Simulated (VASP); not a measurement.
# BeTe (F-43m) in VASP: notebook

Aim: see how the results for BeTe move with the level of theory and the settings. Levels: HSE06, PBE0. Tasks: single point.

All numbers are computed with VASP 6.6.1; they aren't measurements. Logs are shortened: lines on timing, memory, paths and dates and some standing lists are left out, and cuts for length are marked.

### 1 The cell of the first run

The structure is cubic, space group F-43m (No. 216). The conventional cell has a = 5.540 Å, b = 5.540 Å, c = 5.540 Å, α = 90.00°, β = 90.00°, γ = 90.00°. Within 3.2 Å of Te (site symmetry -43m) lie 4 Be at 2.40 Å. Be (site symmetry -43m) has 4 Te at 2.40 Å within 3.2 Å.

### 2 Single point, HSE06

The input, POSCAR:

```
BeTe
1.0
    0.0000000000      2.7700000000      2.7700000000
    2.7700000000      0.0000000000      2.7700000000
    2.7700000000      2.7700000000      0.0000000000
Te Be
1 1
Direct
    0.7500000000      0.7500000000      0.7500000000
    0.0000000000      0.0000000000      0.0000000000
```

The input, INCAR.step1:

```
PREC     = Accurate       # precision mode
ENCUT    = 450            # plane-wave cutoff, eV
EDIFF    = 1E-5           # SCF threshold, eV
ISMEAR   = 0              # smearing method
SIGMA    = 0.02           # smearing width, eV
LREAL    = False          # projectors in reciprocal space
LASPH    = True           # aspherical terms in the spheres
ALGO     = Normal         # electronic algorithm
NELM     = 100            # most SCF steps
ISIF     = 2              # what is computed and relaxed
LWAVE    = True           # write WAVECAR
LCHARG   = False          # write CHGCAR
GGA      = PE             # functional
```

The input, INCAR.step2:

```
PREC     = Accurate       # precision mode
ENCUT    = 450            # plane-wave cutoff, eV
EDIFF    = 1E-7           # SCF threshold, eV
ISMEAR   = 0              # smearing method
SIGMA    = 0.02           # smearing width, eV
LREAL    = False          # projectors in reciprocal space
LASPH    = True           # aspherical terms in the spheres
ALGO     = Normal         # electronic algorithm
NELM     = 100            # most SCF steps
ISIF     = 2              # what is computed and relaxed
LWAVE    = False          # write WAVECAR
LCHARG   = False          # write CHGCAR
PRECFOCK = Fast         
ISTART   = 1            
GGA      = PE             # functional
LHFCALC  = True           # exact exchange
HFSCREEN = 0.2            # screening, 1/A
```

The input, KPOINTS:

```
k-points
0
Gamma
  4 4 4
```

Potentials or basis: VASP PAW PBE potentials, release 64 (Te, Be).

The run is started by

```sh
$ cat potpaw_PBE.64/Te/POTCAR potpaw_PBE.64/Be/POTCAR > POTCAR
$ cp INCAR.step1 INCAR
$ mpirun -np 1 vasp_std > vasp.out
$ cp INCAR.step2 INCAR
$ mpirun -np 1 vasp_std > vasp.out
```

OUTCAR:

```text
PREC = Accurate
   ENCUT = 450
   EDIFF = 1E-7
   ISMEAR = 0
   LREAL = False
   LASPH = True
   NELM = 100
   ISIF = 2
   PRECFOCK = Fast
   ISTART = 1
   GGA = PE
   LHFCALC = True
   HFSCREEN = 0.2

 Found      8 irreducible k-points:

 Following reciprocal coordinates:
            Coordinates               Weight
  0.000000  0.000000  0.000000      1.000000
  0.250000  0.000000  0.000000      8.000000
  0.500000  0.000000  0.000000      4.000000
  0.250000  0.250000  0.000000      6.000000
  0.500000  0.250000  0.000000     24.000000
 -0.250000  0.250000  0.000000     12.000000
   k-points           NKPTS =      8   k-points in BZ     NKDIM =     64   number of bands    NBANDS=      8
   number of dos      NEDOS =    301   number of ions     NIONS =      2
   total plane-waves  NPLWV =  21952
   dimension x,y,z NGX =    28 NGY =   28 NGZ =   28
   dimension x,y,z NGXF=    56 NGYF=   56 NGZF=   56
   ions per type =               1   1
   NGX,Y,Z   is equivalent  to a cutoff of  11.88, 11.88, 11.88 a.u.
   NGXF,Y,Z  is equivalent  to a cutoff of  23.77, 23.77, 23.77 a.u.
 SYSTEM =  unknown system
   PREC   = accura    normal or accurate (medium, high low for compatibility)
   ISTART =      1    job   : 0-new  1-cont  2-samecut
   ICHARG =      0    charge: 1-file 2-atom 10-const
   ISPIN  =      1    spin polarized calculation?
   LNONCOLLINEAR =      F non collinear calculations
   LSORBIT =      F    spin-orbit coupling
   LASPH  =      T    aspherical Exc in radial PAW
   ENCUT  =  450.0 eV  33.07 Ry    5.75 a.u.   6.78  6.78  6.78*2*pi/ulx,y,z
   NELM   =    100;   NELMIN=  2; NELMDL=  0     # of ELM steps
   EDIFF  = 0.1E-06   stopping-criterion for ELM
   LREAL  =      F    real-space projection
   EDIFFG = 0.1E-05   stopping-criterion for IOM
   NSW    =      0    number of steps for IOM
   IBRION =     -1    ionic relax: 0-MD 1-quasi-New 2-CG
   NFREE  =      0    steps in history (QN), initial steepest desc. (CG)
   ISIF   =      2    stress and relaxation
   ISYM   =      3    0-nonsym 1-usesym 2-fastsym
   POTIM  = 0.5000    time-step for ionic-motion
   TEBEG  =    0.0;   TEEND  =   0.0 temperature during run

   SCALEE = 1.0000    scale energy and forces
   PSTRESS=    0.0 pullay stress
   NELECT =       8.0000    total number of electrons
   NUPDOWN=      -1.0000    fix difference up-down
   EMIN   =  10.00;   EMAX   =-10.00  energy-range for DOS
   EFERMI =   0.00;   METHOD = LEGACY
   ISMEAR =     0;   SIGMA  =   0.02  broadening in eV -4-tet -1-fermi 0-gaus
   EFERMI_NEDOS =   21; number of points for ismear=-14 and -15
   IALGO  =     38    algorithm
   IMIX   =      1    mixing-type and parameters
     AMIX     =   0.40;   BMIX     =  1.00
     AMIX_MAG =   1.60;   BMIX_MAG =  1.00
  volume/ion in A,a.u.               =      21.25       143.43
  Fermi-wavevector in a.u.,A,eV,Ry     =   0.938170  1.772885 11.975354  0.880164
  Thomas-Fermi vector in A             =   2.065355
   LORBIT       =      0    0 simple, 1 ext, 2 COOP (PROOUT), +10 PAW based schemes
   GGA     = PE    functional components
   LHFCALC =     T    Hartree Fock is set to
   PRECFOCK=fast      Normal, Fast or Accurate (Low or Medium for compatibility)
   ENCUT4O =  -1.0   cutoff for four orbital integrals eV
   NKREDX  =     1    reduce k-point grid by
   NKREDY  =     1    reduce k-point grid by
   NKREDZ  =     1    reduce k-point grid by
   AEXX    =    0.2500 exact exchange contribution
   HFSCREEN=    0.2000 screening length (either q_TF or 0.3 A-1)
   HFSCREENC=   0.2000 screening length for correlation (either q_TF or 0.3 A-1)
   ENCUTFOCK=  -1.0 apply spherical cutoff to Coloumb kernel
   IVDW    =     0    specifies the selected vdW correction
   LEPSILON=     F    determine dielectric tensor
   LRPA    =     F    only Hartree local field effects (RPA)

   CSHIFT  =0.1000    complex shift for real part using Kramers Kronig

   OMEGAMAX=  -1.0    maximum frequency
 non-spin polarized calculation
 Gauss-broadening in eV      SIGMA  =   0.02
  energy-cutoff  :      450.00
  volume of cell :       42.51
 maximum number of plane-waves:       941
  NGX = 16; NGY = 16; NGZ = 16

 number of electron       8.0000001 magnetization

 Free energy of the ion-electron system (eV)
  ---------------------------------------------------
  ext. energy  EPLUGINS =         0.00000000
  ---------------------------------------------------
  free energy    TOTEN  =        -8.67892332 eV

  energy without entropy =       -8.67892332  energy(sigma->0) =       -8.67892332

  exchange ACFDT corr.  =         0.00000000  see jH, gK, PRB 81, 115126

 E-fermi :   5.3091     XC(G=0):  -7.6993

 val. band max:        5.1829948147   @ k =   0.0000   0.0000   0.0000
 cond. band min:       7.7221131324   @ k =   0.5000   0.5000   0.0000
 fundamental gap:      2.5391183177
 Fermi energy:         5.3090530988

 k-point     1 :       0.0000    0.0000    0.0000
  band No.  band energies     occupation
      1      -8.6205      2.00000
      2       5.1830      2.00000
      3       5.1830      2.00000
      4       5.1830      2.00000
      5       9.6342      0.00000
      6       9.6342      0.00000
      7       9.6342      0.00000
      8      10.1962      0.00000

 k-point     2 :       0.2500    0.0000    0.0000
  band No.  band energies     occupation
      1      -7.9523      2.00000
      2       1.3928      2.00000
      3       4.4063      2.00000
      4       4.4063      2.00000
      5       9.4304      0.00000
      6      10.6086      0.00000
      7      10.6086      0.00000
      8      13.5588      0.00000

 k-point     3 :       0.5000    0.0000    0.0000
  band No.  band energies     occupation
      1      -6.9635      2.00000
      2      -1.2702      2.00000
      3       3.8669      2.00000
      4       3.8669      2.00000
      5       9.1913      0.00000
      6      10.6564      0.00000
      7      10.6564      0.00000
      8      14.0378      0.00000

 k-point     4 :       0.2500    0.2500    0.0000
  band No.  band energies     occupation
      1      -7.7240      2.00000
      2       1.9278      2.00000
      3       3.2330      2.00000
      4       3.2330      2.00000
      5       8.4736      0.00000
      6      10.4482      0.00000
      7      12.8572      0.00000
      8      12.8572      0.00000

 k-point     5 :       0.5000    0.2500    0.0000
  band No.  band energies     occupation
      1      -6.7066      2.00000
      2      -0.4353      2.00000
      3       1.7345      2.00000
      4       2.8335      2.00000
      5       8.8501      0.00000
      6      11.7144      0.00000
      7      12.9348      0.00000
      8      13.2317      0.00000

 k-point     6 :      -0.2500    0.2500    0.0000
  band No.  band energies     occupation
      1      -7.0665      2.00000
      2       0.1693      2.00000
      3       1.5142      2.00000
      4       3.7862      2.00000
      5       9.7816      0.00000
      6      11.8100      0.00000
      7      12.4382      0.00000
      8      13.0801      0.00000

 [... further k-points ...]
[... 5 lines left out ...]
  --------------------------------------------------------------------------------------
  -------------------------------------------------------------------------------------
  Total        0.9602289      0.9602289      0.9602289     -0.0000000     -0.0000000     -0.0000000
  in kB       36.1922902     36.1922902     36.1922902     -0.0000000     -0.0000000     -0.0000000
  external PRESSURE =      36.1922902 kB  Pullay stress =       0.0000000 kB

 VOLUME and BASIS-vectors are now :
 -----------------------------------------------------------------------------
  energy-cutoff  :      450.00
  volume of cell :       42.51
      direct lattice vectors                 reciprocal lattice vectors
     0.000000000  2.770000000  2.770000000    -0.180505415  0.180505415  0.180505415
     2.770000000  0.000000000  2.770000000     0.180505415 -0.180505415  0.180505415
     2.770000000  2.770000000  0.000000000     0.180505415  0.180505415 -0.180505415

 POSITION                                       TOTAL-FORCE (eV/Angst)
 -----------------------------------------------------------------------------------
      4.15500      4.15500      4.15500         0.000000      0.000000      0.000000
      0.00000      0.00000      0.00000        -0.000000     -0.000000     -0.000000
 -----------------------------------------------------------------------------------
    total drift:                               -0.000000     -0.000000     -0.000000

  FREE ENERGIE OF THE ION-ELECTRON SYSTEM (eV)
  ---------------------------------------------------
  free  energy   TOTEN  =        -8.6789233212 eV

  energy  without entropy=       -8.6789233212  energy(sigma->0) =       -8.67892332
```

Run time: 31 s. Hardware: 1 thread of Intel Xeon 6975P-C (Granite Rapids), shared host; peak memory 0.25 GiB.

Results:

```
Free energy            : -8.6789 eV
Pressure               : 3.6 GPa
Band gap on the k mesh : 2.54 eV (least direct gap 4.45 eV)
```

Caveat: the k points lie up to 0.49 Å⁻¹ apart; the PAW data sets were made with another functional, which shifts forces and pressure a little; spin-orbit coupling is left out, which moves the levels of the heavy elements. A k mesh can miss the band edges.

### 3 Single point, PBE0

This run uses another cell than the first one, of 19.98 Å³/atom.

The input, POSCAR:

```
BeTe
1.0
    0.0000000000      2.7134535211      2.7134535211
    2.7134535211      0.0000000000      2.7134535211
    2.7134535211      2.7134535211      0.0000000000
Te Be
1 1
Direct
    0.7500000000      0.7500000000      0.7500000000
    0.0000000000      0.0000000000      0.0000000000
```

The input, INCAR.step1:

```
PREC = Accurate
ENCUT = 520
EDIFF = 1E-5
ISMEAR = -1
SIGMA = 0.05
LREAL = F
LASPH = T
NELM = 100
ALGO = Normal
ISIF = 2
LWAVE = T
NBANDS = 11
GGA = PE
```

The input, INCAR.step2:

```
PREC = Accurate
ENCUT = 520
EDIFF = 1E-7
ISMEAR = -1
SIGMA = 0.05
LREAL = F
LASPH = T
NELM = 100
ALGO = Normal
ISIF = 2
LWAVE = F
LCHARG = T
GGA = PE
LHFCALC = T
AEXX = 0.25
PRECFOCK = Normal
LELF = T
LVHAR = T
NBANDS = 11
ISTART = 1
```

The input, KPOINTS:

```
Automatic mesh
0
Gamma
  6 6 6
```

Potentials or basis: VASP PAW PBE potentials, release 64 (Te, Be).

The run is started by

```sh
$ cat potpaw_PBE.64/Te/POTCAR potpaw_PBE.64/Be/POTCAR > POTCAR
$ cp INCAR.step1 INCAR
$ mpirun -np 1 vasp_std > vasp.out
$ cp INCAR.step2 INCAR
$ mpirun -np 1 vasp_std > vasp.out
```

It took 38 min on 1 thread of Intel Xeon 8259CL, shared host; peak memory 0.2 GiB.

The run converged. Its results:

```yaml
Free_energy: -9.2336 eV
Pressure: 8.2 GPa
Band_gap_on_the_k_mesh: 2.99 eV (least direct gap 5.03 eV)
```

Levels at points of the mesh, in eV from the valence-band top:
| k point | band 1 | band 2 | band 3 | band 4 | band 5 | band 6 | band 7 | band 8 |
| --- | --- | --- | --- | --- | --- | --- | --- | --- |
| (0.00, 0.00, 0.00) | -14.40 | 0.00 | 0.00 | 0.00 | 5.03 | 5.03 | 5.03 | 6.14 |
| (0.50, 0.00, 0.00) | -12.55 | -7.03 | -1.47 | -1.47 | 4.83 | 6.10 | 6.10 | 9.48 |
| (0.50, 0.50, 0.00) | -11.86 | -6.44 | -3.41 | -3.41 | 2.99 | 3.87 | 12.58 | 12.58 |

Caveat: the cell stands under pressure; the PAW data sets were made with another functional, which shifts forces and pressure a little; spin-orbit coupling is left out, which moves the levels of the heavy elements. A k mesh can miss the band edges.

[end of part 1 of 2]
